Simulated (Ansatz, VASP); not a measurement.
## Two plane-wave programs on TiAl

The input INCAR:

```
PREC = Accurate
ENCUT = 520
EDIFF = 1E-7
ISMEAR = 0
SIGMA = 0.15
LREAL = F
LASPH = T
NELM = 100
ALGO = Fast
ISIF = 2
LWAVE = F
LCHARG = F
GGA = PS
NBANDS = 14
```

Contents of KPOINTS:

```
regular mesh
0
Gamma
  16 16 16
```

File POSCAR:

```
TiAl
1.0
    3.3062265600      0.0000000000      0.0000000000
    0.0000000000      3.3062265600      0.0000000000
    0.0000000000      0.0000000000      3.4333891200
Ti Al
1 1
Direct
    0.0000000000      0.0000000000      0.0000000000
    0.5000000000      0.5000000000      0.5000000000
```

Input for Ansatz:

```yaml
crystal:
  lattice:
    - [3.30622656, 0.0, 0.0]
    - [0.0, 3.30622656, 0.0]
    - [0.0, 0.0, 3.43338912]
  atoms:
    - { symbol: Ti, position: [0.0, 0.0, 0.0] }
    - { symbol: Al, position: [0.5, 0.5, 0.5] }
basis:
  ecutwfc: 420
kpoints:
  mp_grid: { grid: [16, 16, 16] }
hamiltonian:
  xc: pbesol
scf:
  occupations: { method: gaussian, width: 0.15 }
output:
  forces: true
  stress: true
  eigenvalues: true
```

Change from the starting cell: strain +0.040 along x and y, +0.080 along z, atoms carried along.

Alike in both runs: task single point; functional PBEsol; k mesh 16 × 16 × 16; occupations gaussian, width 0.15 eV; no spin polarisation.

|  | VASP | Ansatz |
| --- | --- | --- |
| version | VASP 6.6.1 | Ansatz 0.2.0 |
| potentials or method | VASP PAW PBE potentials, release 64 (Ti_sv, Al), cutoff 520 eV | scalar-relativistic, plane waves, PAW |
| valence electrons in the cell | 15 | 15 |

```csv
,VASP,Ansatz,Ansatz less VASP
gap on the k mesh at the Fermi level (eV),none,none,-
pressure (GPa),-14.5,-14.6,-0.05
"traceless stress, the component that is largest in VASP (GPa)",1.69,1.70,+0.002
```

VASP's potentials were made for PBE, not for PBEsol. A gap of «none» marks a metal or a gap that the smearing closes.
